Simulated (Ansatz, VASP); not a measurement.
**One calculation of PtS2, two programs**

```
Pt S
1.0
     3.54320    0.00000    0.00000
    -1.77160    3.06850    0.00000
     0.00000    0.00000    5.03880
Pt S
1 2
Direct
  0.00000 0.00000 0.00000
  0.33333 0.66667 0.24490
  0.66667 0.33333 0.75510
```

Alike in both runs: functional PBE; k mesh 9 × 9 × 6; occupations fermi-dirac, width 0.02 eV; no spin polarisation.

Ansatz relaxed the structure, and its values are those at the end. VASP's run is a single point on that final structure, the one shown.

```csv
,VASP,Ansatz
version,VASP 6.6.1,Ansatz 0.2.0
potentials or method,"VASP PAW PBE potentials, release 64 (Pt, S)","plane-wave PAW, scalar-relativistic"
plane-wave cutoff (eV),520,420
valence electrons in the cell,22,30
```

|  | VASP | Ansatz | Ansatz less VASP |
| --- | --- | --- | --- |
| pressure (GPa) | 3.8 | 4.2 | +0.46 |
| rms of the force components (eV/Å) | 0.019 | 0.000 | -0.0192 |

The functional is the same, so the differences come from potentials, cutoffs and numerics. VASP's potentials hold 22 valence electrons a cell and Ansatz's 30, so a difference there can come from the potentials and not from the codes. Ansatz's warnings: stress scf threshold loose.

Spin-orbit coupling is off throughout.
